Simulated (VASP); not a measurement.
# Na2OsCl4O2 (I4/mmm) in VASP: single point with r2SCAN

Aim: the single point of Na2OsCl4O2 with r2SCAN.

Program: VASP 6.6.1. These are calculated values, not measurements. Logs are shortened: lines on timing, memory, paths and dates and some standing lists are left out, and cuts for length are marked.

**1. The cell of the first run**

It takes space group I4/mmm (No. 139, tetragonal). The conventional cell has a = 6.914 Å, b = 6.914 Å, c = 7.624 Å, α = 90.00°, β = 90.00°, γ = 90.00°. Within 2.4 Å of Os (site symmetry 4/mmm) lie 2 O at 1.73 Å and 4 Cl at 2.39 Å. Within 2.3 Å of O (site symmetry 4mm) lie 1 Os at 1.73 Å. Within 4.1 Å of Na (site symmetry -4m2) lie 8 Cl at 3.10 Å and 4 O at 3.46 Å and 2 Na at 3.81 Å and 4 Os at 3.95 Å. Within 3.6 Å of Cl (site symmetry m2m) lie 1 Os at 2.39 Å and 4 O at 2.95 to 3.25 Å and 4 Na at 3.10 Å and 4 Cl at 3.38 to 3.53 Å.

**2. Single point, r2SCAN**

Input file POSCAR:

```
Na2OsCl4O2
1.0
   -3.4568573362      3.4568573362      3.8119409617
    3.4568573362     -3.4568573362      3.8119409617
    3.4568573362      3.4568573362     -3.8119409617
Os O Na Cl
1 2 2 4
Direct
    0.0000000000      0.0000000000      0.0000000000
    0.2272397689      0.2272397689      0.0000000000
    0.7727602311      0.7727602311      0.0000000000
    0.7500000000      0.2500000000      0.5000000000
    0.2500000000      0.7500000000      0.5000000000
    0.2445400152      0.2445400152      0.4890800304
    0.2445400152      0.7554599848      0.0000000000
    0.7554599848      0.7554599848      0.5109199696
    0.7554599848      0.2445400152      0.0000000000
```

Input file INCAR.step1:

```
SYSTEM = Na2OsCl4O2
PREC     = Accurate       ! precision mode
ENCUT    = 520            ! plane-wave cutoff, eV
ISMEAR   = -1             ! smearing method
SIGMA    = 0.0304         ! smearing width, eV
LREAL    = .False.        ! projectors in reciprocal space
LASPH    = .True.         ! aspherical terms in the spheres
NELM     = 60             ! most SCF steps
NBANDS   = 41             ! bands
GGA      = PE             ! functional
ALGO     = Normal         ! electronic algorithm
EDIFF    = 1E-4           ! SCF threshold, eV
LWAVE    = .True.         ! write WAVECAR
LCHARG   = .False.        ! write CHGCAR
```

Input file INCAR.step2:

```
SYSTEM = Na2OsCl4O2
PREC     = Accurate       ! precision mode
ENCUT    = 520            ! plane-wave cutoff, eV
EDIFF    = 1E-6           ! SCF threshold, eV
ISMEAR   = -1             ! smearing method
SIGMA    = 0.0304         ! smearing width, eV
LREAL    = .False.        ! projectors in reciprocal space
LASPH    = .True.         ! aspherical terms in the spheres
NELM     = 60             ! most SCF steps
ALGO     = Normal         ! electronic algorithm
ISIF     = 2              ! what is computed and relaxed
LWAVE    = .False.        ! write WAVECAR
LCHARG   = .False.        ! write CHGCAR
METAGGA  = R2SCAN         ! meta-GGA
LMIXTAU  = .True.       
NBANDS   = 41             ! bands
ISTART   = 1
```

Input file KPOINTS:

```
regular mesh
0
Gamma
  6 6 6
  0 0 0
```

Potentials or basis: VASP PAW PBE potentials, release 64 (Os, O, Na_pv, Cl).

On the command line:

```
$ cat potpaw_PBE.64/Os/POTCAR potpaw_PBE.64/O/POTCAR potpaw_PBE.64/Na_pv/POTCAR potpaw_PBE.64/Cl/POTCAR > POTCAR
$ cp INCAR.step1 INCAR
$ mpirun -np 1 vasp_std > vasp.out
$ cp INCAR.step2 INCAR
$ mpirun -np 1 vasp_std > vasp.out
```

OUTCAR:

```text
SYSTEM = Na2OsCl4O2
   PREC = Accurate
   ENCUT = 520
   EDIFF = 1E-6
   ISMEAR = -1
   LREAL = .False.
   LASPH = .True.
   NELM = 60
   ISIF = 2
   METAGGA = R2SCAN
   ISTART = 1

 ion  position               nearest neighbor table
   1  0.000  0.000  0.000-   2 1.73   3 1.73   6 2.39   8 2.39   7 2.39   9 2.39
   2  0.227  0.227  0.000-   1 1.73
   3  0.773  0.773  0.000-   1 1.73
   4  0.750  0.250  0.500-
   5  0.250  0.750  0.500-
   6  0.245  0.245  0.489-   1 2.39
   7  0.245  0.755  0.000-   1 2.39
   8  0.755  0.755  0.511-   1 2.39
   9  0.755  0.245  0.000-   1 2.39

  LATTYP: Found a body centered tetragonal cell.
 ALAT       =     6.9137146724
 C/A-ratio  =     1.1027186230

  Lattice vectors:

 A1 = (  -3.4568573362,   3.4568573362,   3.8119409617)
 A2 = (   3.4568573362,  -3.4568573362,   3.8119409617)
 A3 = (   3.4568573362,   3.4568573362,  -3.8119409617)

Analysis of symmetry for initial positions (statically):
=====================================================================
 Subroutine PRICEL returns:
 Original cell was already a primitive cell.

 Routine SETGRP: Setting up the symmetry group for a
 body centered tetragonal supercell.

 Subroutine GETGRP returns: Found 16 space group operations
 (whereof 16 operations were pure point group operations)
 out of a pool of 16 trial point group operations.

The static configuration has the point symmetry D_4h.

Analysis of symmetry for dynamics (positions and initial velocities):
=====================================================================
 Subroutine PRICEL returns:
 Original cell was already a primitive cell.

 Routine SETGRP: Setting up the symmetry group for a
 body centered tetragonal supercell.

 Subroutine GETGRP returns: Found 16 space group operations
 (whereof 16 operations were pure point group operations)
 out of a pool of 16 trial point group operations.

The dynamic configuration has the point symmetry D_4h.

 Subroutine INISYM returns: Found 16 space group operations
 (whereof 16 operations are pure point group operations),
 and found     1 'primitive' translations

----------------------------------------------------------------------------------------

                                     Primitive cell

  volume of cell :     182.2087

  direct lattice vectors                    reciprocal lattice vectors
[... 106 lines left out ...]
   NFREE  =      0    steps in history (QN), initial steepest desc. (CG)
   ISIF   =      2    stress and relaxation
   ISYM   =      2    0-nonsym 1-usesym 2-fastsym
   POTIM  = 0.5000    time-step for ionic-motion
   TEBEG  =    0.0;   TEEND  =   0.0 temperature during run
   PSTRESS=    0.0 pullay stress
   NELECT =      62.0000    total number of electrons
   NUPDOWN=      -1.0000    fix difference up-down
   EMIN   =  10.00;   EMAX   =-10.00  energy-range for DOS
   EFERMI =   0.00;   METHOD = LEGACY
   ISMEAR =    -1;   SIGMA  =   0.03  broadening in eV -4-tet -1-fermi 0-gaus
   EFERMI_NEDOS =   21; number of points for ismear=-14 and -15
   IALGO  =     38    algorithm
   IMIX   =      4    mixing-type and parameters
     AMIX     =   0.40;   BMIX     =  1.00
     AMIX_MAG =   1.60;   BMIX_MAG =  1.00
  volume/ion in A,a.u.               =      20.25       136.62
  Fermi-wavevector in a.u.,A,eV,Ry     =   1.142920  2.159805 17.772819  1.306265
  Thomas-Fermi vector in A             =   2.279616
   LORBIT       =      0    0 simple, 1 ext, 2 COOP (PROOUT), +10 PAW based schemes
   METAGGA = R2SCAN    functional components
   LHFCALC =     F    Hartree Fock is set to
   AEXX    =    0.0000 exact exchange contribution
   IVDW    =     0    specifies the selected vdW correction
   LEPSILON=     F    determine dielectric tensor
   LRPA    =     F    only Hartree local field effects (RPA)
 non-spin polarized calculation
  energy-cutoff  :      520.00
  volume of cell :      182.21
 maximum number of plane-waves:      4938
 NGX is ok and might be reduce to    48
   NGX = 23   NGY = 23   NGZ = 23

 number of electron      62.0000018 magnetization

 Free energy of the ion-electron system (eV)
  ---------------------------------------------------
  ext. energy  EPLUGINS =         0.00000000
  ---------------------------------------------------
  free energy    TOTEN  =      -107.83156195 eV

  energy without entropy =     -107.83156195  energy(sigma->0) =     -107.83156195

 E-fermi :   1.3828     XC(G=0):  -9.2335

 val. band max:        0.7405613500   @ k =   0.5000   0.5000   0.0000
 cond. band min:       2.9250866480   @ k =   0.5000   0.5000   0.0000
 fundamental gap:      2.1845252980
 Fermi energy:         1.3827845120

 k-point     1 :       0.0000    0.0000    0.0000
  band No.  band energies     occupation
      1     -22.7977      2.00000
      2     -22.7838      2.00000
      3     -22.7767      2.00000
      4     -22.7766      2.00000
      5     -22.7759      2.00000
      6     -22.7758      2.00000
[... 1045 lines left out ...]
     40      10.0242      0.00000
     41      10.2502      0.00000

 [... further k-points ...]

------------------------ aborting loop because EDIFF is reached ----------------------------------------

  FORCE on cell =-STRESS in cart. coord.  units (eV):
  Direction    XX          YY          ZZ          XY          YZ          ZX
  --------------------------------------------------------------------------------------
  -------------------------------------------------------------------------------------
  Total        0.0659287      0.0659287      1.1805198      0.0000000     -0.0000000      0.0000000
  in kB        0.5797170      0.5797170     10.3804167      0.0000000     -0.0000000      0.0000000
  external PRESSURE =       3.8466169 kB  Pullay stress =       0.0000000 kB

 VOLUME and BASIS-vectors are now :
 -----------------------------------------------------------------------------
  energy-cutoff  :      520.00
  volume of cell :      182.21
      direct lattice vectors                 reciprocal lattice vectors
    -3.456857336  3.456857336  3.811940962     0.000000000  0.144640045  0.131166774
     3.456857336 -3.456857336  3.811940962     0.144640045  0.000000000  0.131166774
     3.456857336  3.456857336 -3.811940962     0.144640045  0.144640045  0.000000000

 POSITION                                       TOTAL-FORCE (eV/Angst)
 -----------------------------------------------------------------------------------
      0.00000      0.00000      0.00000         0.000000      0.000000      0.000000
      0.00000      0.00000      1.73245         0.000000      0.000000      0.391764
      0.00000      0.00000      5.89143        -0.000000      0.000000     -0.391764
      0.00000      3.45686      1.90597        -0.000000      0.000000      0.000000
      3.45686      0.00000      1.90597         0.000000      0.000000      0.000000
      1.69068      1.69068      0.00000         0.038229      0.038229      0.000000
      1.76618     -1.76618      3.81194        -0.038229      0.038229     -0.000000
      1.76618      1.76618      3.81194        -0.038229     -0.038229     -0.000000
     -1.76618      1.76618      3.81194         0.038229     -0.038229     -0.000000
 -----------------------------------------------------------------------------------
    total drift:                               -0.000000     -0.000000      0.000000

  FREE ENERGIE OF THE ION-ELECTRON SYSTEM (eV)
  ---------------------------------------------------
  free  energy   TOTEN  =      -107.8315619467 eV

  energy  without entropy=     -107.8315619467  energy(sigma->0) =     -107.83156195
```

Wall time 12 min (1 thread of Intel Xeon Platinum 8259CL at 2.50GHz (Skylake/Cascade Lake), shared host); peak memory 0.5 GiB.

Results:

```yaml
Free_energy: -107.8316 eV
Pressure: 0.4 GPa
Largest_force: 0.392 eV/Å
Band_gap_on_the_k_mesh: 2.18 eV
```

Forces in eV/Å, atoms in the order of the input:
```
Os   0.000  0.000  0.000
O    0.000  0.000  0.392
O    0.000  0.000 -0.392
Na   0.000  0.000  0.000
Na   0.000  0.000  0.000
Cl   0.038  0.038  0.000
Cl  -0.038  0.038  0.000
Cl  -0.038 -0.038  0.000
Cl   0.038 -0.038  0.000
```

Stress tensor (GPa, compression positive):
```
0.06 0.00 0.00
0.00 0.06 0.00
0.00 0.00 1.04
```

Caveat: the PAW data sets were made with another functional, which shifts forces and pressure a little; spin-orbit coupling is left out, which moves the levels of the heavy elements.
